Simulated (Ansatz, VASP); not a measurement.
## Sr: VASP beside Ansatz

```xyz
1
Lattice="-2.4350 2.4350 2.4350 2.4350 -2.4350 2.4350 2.4350 2.4350 -2.4350" Properties=species:S:1:pos:R:3 pbc="T T T"
Sr    0.0000    0.0000    0.0000
```

Alike in both runs: functional LDA; k mesh 8 × 8 × 8; no spin polarisation.

|  | VASP | Ansatz |
| --- | --- | --- |
| version | VASP 6.6.1 | Ansatz 0.2.0 |
| potentials or method | VASP PAW LDA potentials, release 64 (Sr_sv) | JTH PAW LDA |
| plane-wave cutoff (eV) | 520 | 690 |
| occupations | methfessel-paxton of order 1, width 0.01 eV | cold, width 0.01 eV |
| valence electrons in the cell | 10 | 10 |
| task | single point | band structure |

```tsv
	VASP	Ansatz	Ansatz less VASP
gap on the k mesh at the Fermi level (eV)	none	none	-
pressure (GPa)	-2.0	-2.0	0.00
```

LDA's correlation is that of Perdew and Zunger in VASP and of Perdew and Wang (1992) in Ansatz. A gap of «none» marks a metal or a gap that the smearing closes.
